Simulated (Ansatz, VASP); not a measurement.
## Hf: VASP beside Ansatz

```
CELL_PARAMETERS angstrom
0.00000 2.26354 2.26354
2.26354 0.00000 2.26354
2.26354 2.26354 0.00000
ATOMIC_POSITIONS crystal
Hf 0.00000 0.00000 0.00000
```

Change from the starting cell: volume scaled by 1.06, PAW files.

Alike in both runs: task electric field gradients; functional PBE; k mesh 13 × 13 × 13; occupations fermi-dirac, width 0.03 eV; no spin polarisation.

|  | VASP | Ansatz |
| --- | --- | --- |
| version | VASP 6.6.1 | Ansatz 0.2.0 |
| potentials or method | VASP PAW PBE potentials, release 64 (Hf_pv) | PAW with Ansatz's default frozen-core files, scalar-relativistic |
| plane-wave cutoff (eV) | 400 | 420 |
| valence electrons in the cell | 10 | 26 |

|  | VASP | Ansatz | Ansatz less VASP |
| --- | --- | --- | --- |
| pressure (GPa) | -3.3 | -2.8 | +0.49 |

With one functional, cell and mesh, what is left measures potentials, basis and numerics. VASP's potentials hold 10 valence electrons a cell and Ansatz's 26, so a difference there can come from the potentials and not from the codes.

Spin-orbit coupling is off throughout.
